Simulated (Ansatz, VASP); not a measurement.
BiN in VASP and in Ansatz

Contents of INCAR:

```
ALGO = Normal
EDIFF = 1E-7
ENCUT = 520
GGA = PE
ISIF = 2
ISMEAR = 0
LASPH = True
LCHARG = True
LELF = True
LREAL = False
LVHAR = True
LWAVE = False
NBANDS = 28
NELM = 80
PREC = Accurate
SIGMA = 0.05
```

Contents of KPOINTS:

```
k-points
0
Gamma
  8 8 6
```

POSCAR

```
BiN
1.0
    4.0117820840      0.0000000000      0.0000000000
    0.0000000000      4.0523051354      0.0000000000
    0.0000000000      0.0000000000      5.3118893794
Bi N
2 2
Direct
    0.5000000000      0.0000000000      0.2086526736
    0.0000000000      0.5000000000      0.7913473264
    0.0000000000      0.0000000000      0.0000000000
    0.5000000000      0.5000000000      0.0000000000
```

Input for Ansatz:

```yaml
crystal:
  lattice:
    - [4.011782084, 0.0, 0.0]
    - [0.0, 4.0523051354, 0.0]
    - [0.0, 0.0, 5.3118893794]
  atoms:
    - { symbol: Bi, position: [0.5, 0.0, 0.2086526736] }
    - { symbol: Bi, position: [0.0, 0.5, 0.7913473264] }
    - { symbol: "N", position: [0.0, 0.0, 0.0] }
    - { symbol: "N", position: [0.5, 0.5, 0.0] }
basis:
  ecutwfc: 420
  ecutrho_ratio: 4
kpoints:
  mp_grid: { grid: [8, 8, 6] }
hamiltonian:
  xc: pbe
scf:
  occupations: { method: gaussian, width: 0.05 }
output:
  forces: true
  stress: true
  eigenvalues: true
```

Change from the starting cell: strain e1 = -0.01, atoms carried along.

Alike in both runs: task single point; functional PBE; k mesh 8 × 8 × 6; occupations gaussian, width 0.05 eV; no spin polarisation.

```csv
,VASP,Ansatz
version,VASP 6.6.1,Ansatz 0.2.0
potentials or method,"VASP PAW PBE potentials, release 64 (Bi_d, N), cutoff 520 eV","scalar-relativistic, plane waves, PAW"
valence electrons in the cell,40,40
```

|  | VASP | Ansatz | Ansatz less VASP |
| --- | --- | --- | --- |
| gap on the k mesh at the Fermi level (eV) | none | none | - |
| pressure (GPa) | 1.1 | 1.0 | -0.09 |
| traceless stress, the component that is largest in VASP (GPa) | 0.69 | 0.67 | -0.019 |
| rms of the force components (eV/Å) | 0.079 | 0.066 | -0.0129 |

Atom by atom the forces differ by 0.017 eV/Å (rms over components). A gap of «none» marks a metal or a gap that the smearing closes. The functional is the same, so the differences come from potentials, cutoffs and numerics.

Neither program's run includes spin-orbit coupling.
